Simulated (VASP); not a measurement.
# Si3C2 (P6_3/mmc) in VASP: further runs, part 2 of 2

VASP 6.6.1. Earlier steps stand in the parts before.

### Step 3. Single point, PBE

The input, INCAR:

```
ALGO = Normal ; EDIFF = 1E-6
ENCUT = 520 ; GGA = PE
ISIF = 2 ; ISMEAR = 0
LASPH = T ; LCHARG = F
LREAL = F ; LWAVE = F
NBANDS = 31 ; NELM = 100
PREC = Accurate ; SIGMA = 0.1
```

The input, KPOINTS:

```
k-points
0
Gamma
  6 6 1
```

The input, POSCAR:

```
Si3C2
1.0
    2.8851144050      0.0000000000      0.0000000000
   -1.4425572025      2.4985823676      0.0000000000
    0.0000000000      0.0000000000     14.5047428058
Si C
6 4
Direct
    0.6666666667      0.3333333333      0.0798579638
    0.6666666667      0.3333333333      0.2500000000
    0.6666666667      0.3333333333      0.4201420362
    0.3333333333      0.6666666667      0.7500000000
    0.3333333333      0.6666666667      0.9201420362
    0.3333333333      0.6666666667      0.5798579638
    0.6666666667      0.3333333333      0.8493169665
    0.6666666667      0.3333333333      0.6506830335
    0.3333333333      0.6666666667      0.1506830335
    0.3333333333      0.6666666667      0.3493169665
```

Potentials or basis: VASP PAW PBE potentials, release 64 (Si, C).

The run is started by

```console
$ cat potpaw_PBE.64/Si/POTCAR potpaw_PBE.64/C/POTCAR > POTCAR
$ mpirun -np 1 vasp_std > vasp.out
```

OUTCAR:

```text
EDIFF = 1E-6
   ENCUT = 520
   GGA = PE
   ISIF = 2
   ISMEAR = 0
   LASPH = T
   LREAL = F
   NELM = 100
   PREC = Accurate

 ion  position               nearest neighbor table
   1  0.667  0.333  0.080-   9 1.96   9 1.96   9 1.96   2 2.47   5 2.85   5 2.85   5 2.85
   2  0.667  0.333  0.250-   9 2.20  10 2.20   9 2.20  10 2.20   9 2.20  10 2.20   1 2.47   3 2.47

   3  0.667  0.333  0.420-  10 1.96  10 1.96  10 1.96   2 2.47   6 2.85   6 2.85   6 2.85
   4  0.333  0.667  0.750-   7 2.20   8 2.20   7 2.20   8 2.20   7 2.20   8 2.20   5 2.47   6 2.47

   5  0.333  0.667  0.920-   7 1.96   7 1.96   7 1.96   4 2.47   1 2.85   1 2.85   1 2.85
   6  0.333  0.667  0.580-   8 1.96   8 1.96   8 1.96   4 2.47   3 2.85   3 2.85   3 2.85
   7  0.667  0.333  0.849-   5 1.96   5 1.96   5 1.96   4 2.20   4 2.20   4 2.20
   8  0.667  0.333  0.651-   6 1.96   6 1.96   6 1.96   4 2.20   4 2.20   4 2.20
   9  0.333  0.667  0.151-   1 1.96   1 1.96   1 1.96   2 2.20   2 2.20   2 2.20
  10  0.333  0.667  0.349-   3 1.96   3 1.96   3 1.96   2 2.20   2 2.20   2 2.20

  LATTYP: Found a hexagonal cell.
 ALAT       =     2.8851144050
 C/A-ratio  =     5.0274411235

  Lattice vectors:

 A1 = (   2.8851144050,   0.0000000000,   0.0000000000)
 A2 = (  -1.4425572025,   2.4985823676,   0.0000000000)
 A3 = (   0.0000000000,   0.0000000000,  14.5047428058)

Analysis of symmetry for initial positions (statically):
=====================================================================
 Subroutine PRICEL returns:
 Original cell was already a primitive cell.

 Routine SETGRP: Setting up the symmetry group for a
 hexagonal supercell.

 Subroutine GETGRP returns: Found 24 space group operations
 (whereof 12 operations were pure point group operations)
 out of a pool of 24 trial point group operations.

The static configuration has the point symmetry D_3d.
 The point group associated with its full space group is D_6h.

Analysis of symmetry for dynamics (positions and initial velocities):
[... 137 lines left out ...]
   AEXX    =    0.0000 exact exchange contribution
   IVDW    =     0    specifies the selected vdW correction
   LEPSILON=     F    determine dielectric tensor
   LRPA    =     F    only Hartree local field effects (RPA)
 non-spin polarized calculation
 Gauss-broadening in eV      SIGMA  =   0.10
  energy-cutoff  :      520.00
  volume of cell :      104.56
 maximum number of plane-waves:      2885
 NGX is ok and might be reduce to    24
   NGX = 11   NGY = 11   NGZ = 53

 number of electron      40.0000000 magnetization

 Free energy of the ion-electron system (eV)
  ---------------------------------------------------
  ext. energy  EPLUGINS =         0.00000000
  ---------------------------------------------------
  free energy    TOTEN  =       -61.43675306 eV

  energy without entropy =      -61.42997969  energy(sigma->0) =      -61.43336638

 E-fermi :  10.3502     XC(G=0): -11.7851

 val. band max:       10.2832023629   @ k =   0.3333   0.0000   0.0000
 cond. band min:      10.5189332219   @ k =   0.1667   0.1667   0.0000
 fundamental gap:      0.2357308590
 Fermi energy:        10.3501922771

 k-point     1 :       0.0000    0.0000    0.0000
  band No.  band energies     occupation
      1      -6.6491      2.00000
      2      -6.4336      2.00000
      3      -5.5966      2.00000
      4      -5.1017      2.00000
      5      -1.7785      2.00000
      6      -0.1948      2.00000
[... 227 lines left out ...]
     30      16.8283      0.00000
     31      17.3161      0.00000

------------------------ aborting loop because EDIFF is reached ----------------------------------------

  FORCE on cell =-STRESS in cart. coord.  units (eV):
  Direction    XX          YY          ZZ          XY          YZ          ZX
  --------------------------------------------------------------------------------------
  -------------------------------------------------------------------------------------
  Total        0.1506394      0.1506394     -0.0965400      0.0000000      0.0000000     -0.0000000
  in kB        2.3082472      2.3082472     -1.4792824      0.0000000      0.0000000     -0.0000000
  external PRESSURE =       1.0457373 kB  Pullay stress =       0.0000000 kB

 VOLUME and BASIS-vectors are now :
 -----------------------------------------------------------------------------
  energy-cutoff  :      520.00
  volume of cell :      104.56
      direct lattice vectors                 reciprocal lattice vectors
     2.885114405  0.000000000  0.000000000     0.346606706  0.200113475  0.000000000
    -1.442557202  2.498582368  0.000000000     0.000000000  0.400226950  0.000000000
     0.000000000  0.000000000 14.504742806     0.000000000  0.000000000  0.068942967

 POSITION                                       TOTAL-FORCE (eV/Angst)
 -----------------------------------------------------------------------------------
      1.44256      0.83286      1.15832        -0.000000      0.000000      0.030144
      1.44256      0.83286      3.62619         0.000000      0.000000      0.000000
      1.44256      0.83286      6.09405        -0.000000      0.000000     -0.030144
     -0.00000      1.66572     10.87856        -0.000000     -0.000000      0.000000
     -0.00000      1.66572     13.34642         0.000000     -0.000000     -0.030144
     -0.00000      1.66572      8.41069        -0.000000      0.000000      0.030144
      1.44256      0.83286     12.31912         0.000000     -0.000000      0.013515
      1.44256      0.83286      9.43799        -0.000000     -0.000000     -0.013515
     -0.00000      1.66572      2.18562        -0.000000      0.000000     -0.013515
     -0.00000      1.66572      5.06675         0.000000      0.000000      0.013515
 -----------------------------------------------------------------------------------
    total drift:                                0.000000     -0.000000      0.000000

  FREE ENERGIE OF THE ION-ELECTRON SYSTEM (eV)
  ---------------------------------------------------
  free  energy   TOTEN  =       -61.4367530631 eV

  energy  without entropy=      -61.4299796934  energy(sigma->0) =      -61.43336638
```

OSZICAR:

```text
N       E                     dE             d eps       ncg     rms          rms(c)
DAV:   1     0.105127872734E+03    0.10513E+03   -0.18135E+04   434   0.116E+03
DAV:   2    -0.576238575393E+02   -0.16275E+03   -0.15476E+03   568   0.195E+02
DAV:   3    -0.674484940626E+02   -0.98246E+01   -0.97282E+01   548   0.446E+01
DAV:   4    -0.675940191712E+02   -0.14553E+00   -0.14531E+00   572   0.607E+00
DAV:   5    -0.675959627411E+02   -0.19436E-02   -0.19433E-02   572   0.686E-01    0.158E+01
DAV:   6    -0.614072531853E+02    0.61887E+01   -0.18309E+01   499   0.183E+01    0.735E+00
DAV:   7    -0.614707721063E+02   -0.63519E-01   -0.31002E+00   549   0.762E+00    0.313E+00
DAV:   8    -0.614411110185E+02    0.29661E-01   -0.18267E-01   521   0.196E+00    0.135E+00
DAV:   9    -0.614370986341E+02    0.40124E-02   -0.17518E-02   557   0.707E-01    0.275E-01
DAV:  10    -0.614367041208E+02    0.39451E-03   -0.35441E-03   519   0.270E-01    0.157E-01
DAV:  11    -0.614367785299E+02   -0.74409E-04   -0.67960E-04   564   0.124E-01    0.456E-02
DAV:  12    -0.614367534272E+02    0.25103E-04   -0.11096E-04   526   0.466E-02    0.203E-02
DAV:  13    -0.614367530631E+02    0.36409E-06   -0.67691E-06   565   0.128E-02
   1 F= -.61436753E+02 E0= -.61433366E+02  d E =-.677337E-02
```

Run time: 16 s. Hardware: 1 thread of AMD EPYC 9R45 (Zen 5), shared host; peak memory 0.2 GiB.

What came out:

```
Free energy            : -61.4368 eV
Pressure               : 0.1 GPa
Largest force          : 0.030 eV/Å
Band gap on the k mesh : zero (bands 20 and 21 overlap by 4.86 eV)
```

Forces on the atoms (eV/Å):
```
Si   0.000  0.000  0.030
Si   0.000  0.000  0.000
Si   0.000  0.000 -0.030
Si   0.000  0.000  0.000
Si   0.000  0.000 -0.030
Si   0.000  0.000  0.030
C    0.000  0.000  0.014
C    0.000  0.000 -0.014
C    0.000  0.000 -0.014
C    0.000  0.000  0.014
```

Stress tensor (GPa, compression positive):
```
 0.23  0.00  0.00
 0.00  0.23  0.00
 0.00  0.00 -0.15
```

Caveat: the k points lie up to 0.43 Å⁻¹ apart, too coarse for converged energies and pressures of a metal.

### Step 4. Single point, PBE

This run uses another cell than the first one, of 14.24 Å³/atom.

The input, INCAR:

```
SYSTEM = Si3C2
ALGO     = Normal         ! electronic algorithm
EDIFF    = 1E-6           ! SCF threshold, eV
ENCUT    = 520            ! plane-wave cutoff, eV
GGA      = PE             ! functional
ISIF     = 2              ! what is computed and relaxed
ISMEAR   = 0              ! smearing method
LASPH    = .True.         ! aspherical terms in the spheres
LCHARG   = .True.         ! write CHGCAR
LELF     = .True.         ! ELF
LREAL    = .False.        ! projectors in reciprocal space
LVHAR    = .True.       
LWAVE    = .False.        ! write WAVECAR
NBANDS   = 31             ! bands
NELM     = 60             ! most SCF steps
PREC     = Accurate       ! precision mode
SIGMA    = 0.1            ! smearing width, eV
```

The input, KPOINTS:

```
k-points
0
Gamma
  6 6 1
  0 0 0
```

The input, POSCAR:

```
Si3C2
1.0
    2.7270963400      0.0000000000      0.0000000000
   -1.3635481700      2.3617347100      0.0000000000
    0.0000000000      0.0000000000     22.1145456800
Si C
6 4
Direct
    0.6666666700      0.3333333300      0.0500000000
    0.6666666700      0.3333333300      0.2500000000
    0.6666666700      0.3333333300      0.4500000000
    0.3333333300      0.6666666700      0.7500000000
    0.3333333300      0.6666666700      0.9500000000
    0.3333333300      0.6666666700      0.5500000000
    0.6666666700      0.3333333300      0.8500000000
    0.6666666700      0.3333333300      0.6500000000
    0.3333333300      0.6666666700      0.1500000000
    0.3333333300      0.6666666700      0.3500000000
```

The run is started by

```console
$ cat potpaw_PBE.64/Si/POTCAR potpaw_PBE.64/C/POTCAR > POTCAR
$ mpirun -np 1 vasp_std > vasp.out
```

It took 20 s on 1 thread of AMD EPYC 9R45 (Zen 5), shared host; peak memory 0.21 GiB.

It converged, with:

```yaml
Free_energy: -46.5446 eV
Pressure: -16.5 GPa
Largest_force: 1.916 eV/Å
Band_gap_on_the_k_mesh: zero (bands 20 and 21 overlap by 5.10 eV)
```

Forces in eV/Å, atoms in the order of the input:
```
Si   0.000  0.000  1.916
Si   0.000  0.000  0.000
Si   0.000  0.000 -1.916
Si   0.000  0.000  0.000
Si   0.000  0.000 -1.916
Si   0.000  0.000  1.916
C    0.000  0.000  0.362
C    0.000  0.000 -0.362
C    0.000  0.000 -0.362
C    0.000  0.000  0.362
```

Stress tensor (GPa, compression positive):
```
-14.09   0.00   0.00
  0.00 -14.09   0.00
  0.00   0.00 -21.32
```

Levels at points of the mesh, in eV from the Fermi level:
| k point | band 16 | band 17 | band 18 | band 19 | band 20 | band 21 | band 22 | band 23 | band 24 | band 25 |
| --- | --- | --- | --- | --- | --- | --- | --- | --- | --- | --- |
| (0.00, 0.00, 0.00) | 2.05 | 3.32 | 3.32 | 3.32 | 3.32 | 3.35 | 3.35 | 3.35 | 3.35 | 3.55 |
| (0.50, 0.00, 0.00) | -3.19 | -3.14 | -2.56 | -1.63 | -1.40 | -1.11 | 0.22 | 0.76 | 1.66 | 1.69 |

Caveat: the k points lie up to 0.44 Å⁻¹ apart, too coarse for converged energies and pressures of a metal; forces of over 1 eV/Å act on the atoms, so gaps and moduli don't describe the material at rest.

### Step 5. Single point, PBE

The input, INCAR:

```
PREC = Accurate
ENCUT = 520
EDIFF = 1E-6
ISMEAR = 0
SIGMA = 0.1
LREAL = False
LASPH = True
NELM = 60
ALGO = Normal
ISIF = 2
LWAVE = False
LCHARG = False
GGA = PE
NBANDS = 31
```

The input, KPOINTS:

```
Automatic mesh
0
Gamma
  6 6 2
```

The input, POSCAR:

```
Si3C2
1.0
    2.8996141298      0.0000000000      0.0000000000
   -1.4498070649      2.5111394976      0.0000000000
    0.0000000000      0.0000000000     14.3678137896
Si C
6 4
Direct
    0.6666666667      0.3333333333      0.0784295846
    0.6666666667      0.3333333333      0.2500000000
    0.6666666667      0.3333333333      0.4215704154
    0.3333333333      0.6666666667      0.7500000000
    0.3333333333      0.6666666667      0.9215704154
    0.3333333333      0.6666666667      0.5784295846
    0.6666666667      0.3333333333      0.8498239545
    0.6666666667      0.3333333333      0.6501760455
    0.3333333333      0.6666666667      0.1501760455
    0.3333333333      0.6666666667      0.3498239545
```

The run is started by

```console
$ cat potpaw_PBE.64/Si/POTCAR potpaw_PBE.64/C/POTCAR > POTCAR
$ mpirun -np 1 vasp_std > vasp.out
```

It took 28 s on 1 thread of AMD EPYC 9R45 (Zen 5), shared host; peak memory 0.2 GiB.

Results (log left out):

- Free energy: -61.5682 eV
- Pressure: -0.1 GPa
- Largest force: 0.015 eV/Å
- Band gap on the k mesh: zero (bands 20 and 21 overlap by 6.20 eV)

Forces on the atoms (eV/Å):
```
Si   0.000  0.000  0.015
Si   0.000  0.000  0.000
Si   0.000  0.000 -0.015
Si   0.000  0.000  0.000
Si   0.000  0.000 -0.015
Si   0.000  0.000  0.015
C    0.000  0.000 -0.013
C    0.000  0.000  0.013
C    0.000  0.000  0.013
C    0.000  0.000 -0.013
```

Stress tensor (GPa, compression positive):
```
 0.13  0.00  0.00
 0.00  0.13  0.00
 0.00  0.00 -0.43
```

Levels at points of the mesh, in eV from the Fermi level:
```
           k point  band 18  band 19  band 20  band 21  band 22  band 23
(0.00, 0.00, 0.00)    -0.55     0.69     4.00     4.26     4.72     5.49
(0.50, 0.00, 0.00)    -2.65    -2.50    -1.30    -1.01     0.01     1.59
(0.00, 0.00, 0.50)    -0.59     2.26     2.26     4.72     4.72     5.63
(0.50, 0.00, 0.50)    -2.73    -2.42    -2.42    -0.01    -0.01     1.37
```

Caveat: the k points lie up to 0.42 Å⁻¹ apart, too coarse for converged energies and pressures of a metal.

### Step 6. Relaxation of cell and atoms, PBE

This run uses another cell than the first one, of 14.24 Å³/atom.

The input, INCAR:

```
SYSTEM = Si3C2
PREC = Accurate
ENCUT = 600
EDIFF = 1E-7
ISMEAR = 0
SIGMA = 0.1
LREAL = .FALSE.
LASPH = .TRUE.
NELM = 100
ALGO = Normal
ISIF = 3
LWAVE = .FALSE.
LCHARG = .FALSE.
GGA = PE
IBRION = 2
NSW = 90
EDIFFG = -0.04
```

The input, KPOINTS:

```
regular mesh
0
G
  6 6 1
  0 0 0
```

The input, POSCAR:

```
Si3C2
1.0
    2.7270963400      0.0000000000      0.0000000000
   -1.3635481700      2.3617347100      0.0000000000
    0.0000000000      0.0000000000     22.1145456800
Si C
6 4
Direct
    0.6666666700      0.3333333300      0.0500000000
    0.6666666700      0.3333333300      0.2500000000
    0.6666666700      0.3333333300      0.4500000000
    0.3333333300      0.6666666700      0.7500000000
    0.3333333300      0.6666666700      0.9500000000
    0.3333333300      0.6666666700      0.5500000000
    0.6666666700      0.3333333300      0.8500000000
    0.6666666700      0.3333333300      0.6500000000
    0.3333333300      0.6666666700      0.1500000000
    0.3333333300      0.6666666700      0.3500000000
```

Potentials or basis: VASP PAW PBE potentials, release 64 (Si, C).

The run is started by

```console
$ cat potpaw_PBE.64/Si/POTCAR potpaw_PBE.64/C/POTCAR > POTCAR
$ mpirun -np 1 vasp_std > vasp.out
```

It took 8.7 min on 1 thread of AMD EPYC 9R45 (Zen 5), shared host; peak memory 0.29 GiB.

Results (log left out):

- Free energy: -61.4533 eV
- Relaxed volume: 10.49 Å³/atom
- Relaxed cell: a = 2.888 Å, b = 2.888 Å, c = 14.517 Å, α = 90.00°, β = 90.00°, γ = 120.00°
- Space group after relaxing (to 0.1 Å): P6_3/mmc (No. 194)
- Pressure after relaxing: -0.2 GPa
- Largest force after relaxing: 0.031 eV/Å
- Band gap on the k mesh: zero (bands 20 and 21 overlap by 4.85 eV)

Forces in eV/Å, atoms in the order of the input:
```
Si   0.000  0.000 -0.010
Si   0.000  0.000  0.000
Si   0.000  0.000  0.010
Si   0.000  0.000  0.000
Si   0.000  0.000  0.010
Si   0.000  0.000 -0.010
C    0.000  0.000 -0.031
C    0.000  0.000  0.031
C    0.000  0.000  0.031
C    0.000  0.000 -0.031
```

Final structure:
```
CELL_PARAMETERS angstrom
2.88834 0.00000 0.00000
-1.44417 2.50137 0.00000
0.00000 0.00000 14.51723
ATOMIC_POSITIONS crystal
Si 0.66667 0.33333 0.07999
Si 0.66667 0.33333 0.25000
Si 0.66667 0.33333 0.42001
Si 0.33333 0.66667 0.75000
Si 0.33333 0.66667 0.92001
Si 0.33333 0.66667 0.57999
C 0.66667 0.33333 0.84964
C 0.66667 0.33333 0.65036
C 0.33333 0.66667 0.15036
C 0.33333 0.66667 0.34964
```

Levels at points of the mesh, in eV from the Fermi level:
| k point | band 18 | band 19 | band 20 | band 21 | band 22 | band 23 | band 24 | band 25 |
| --- | --- | --- | --- | --- | --- | --- | --- | --- |
| (0.00, 0.00, 0.00) | -0.21 | 0.65 | 4.05 | 4.59 | 5.21 | 5.75 | 6.47 | 6.47 |
| (0.50, 0.00, 0.00) | -2.33 | -2.27 | -1.02 | -0.80 | 0.27 | 1.92 | 2.08 | 2.23 |

Caveat: the k points lie up to 0.43 Å⁻¹ apart in the final cell, too coarse for converged energies and pressures of a metal; the volume moved by over 15 % at a fixed basis, so the end points are rough.

### Step 7. The runs side by side

```csv
task,cell,k mesh,cutoff (eV),gap on the mesh (eV),pressure (GPa),relaxed volume (Å³/atom),largest force (eV/Å)
relaxation of cell and atoms,"relaxed from a = 2.900, b = 2.900, c = 14.368 Å, angles 90.0, 90.0, 120.0°, 10 atoms, atomic positions A",12 × 12 × 4,600,none,0.0,10.44,0.01
single point,"a = 2.885, b = 2.885, c = 14.505 Å, angles 90.0, 90.0, 120.0°, 10 atoms, atomic positions B",6 × 6 × 1,520,none,0.1,-,0.03
single point,"a = 2.727, b = 2.727, c = 22.115 Å, angles 90.0, 90.0, 120.0°, 10 atoms, atomic positions C",6 × 6 × 1,520,none,-16.5,-,1.92
single point,"a = 2.900, b = 2.900, c = 14.368 Å, angles 90.0, 90.0, 120.0°, 10 atoms, atomic positions A",6 × 6 × 2,520,none,-0.1,-,0.02
relaxation of cell and atoms,"relaxed from a = 2.727, b = 2.727, c = 22.115 Å, angles 90.0, 90.0, 120.0°, 10 atoms, atomic positions C",6 × 6 × 1,600,none,-0.2,10.49,0.03
```

Alike in all rows: level PBE; potentials or basis VASP PAW PBE potentials, release 64 (Si, C); no spin polarisation; smearing gaussian 0.1 eV.

Caveats: some runs use coarse meshes; forces of over 1 eV/Å act on the atoms, so gaps and moduli don't describe the material at rest (at least some runs); the volume moved by over 15 % at a fixed basis, so the end points are rough (at least some runs).

Absolute energies hang on the potentials; compare differences alone.

The gap in the log of VASP goes by the Fermi energy; the results here count the filled bands.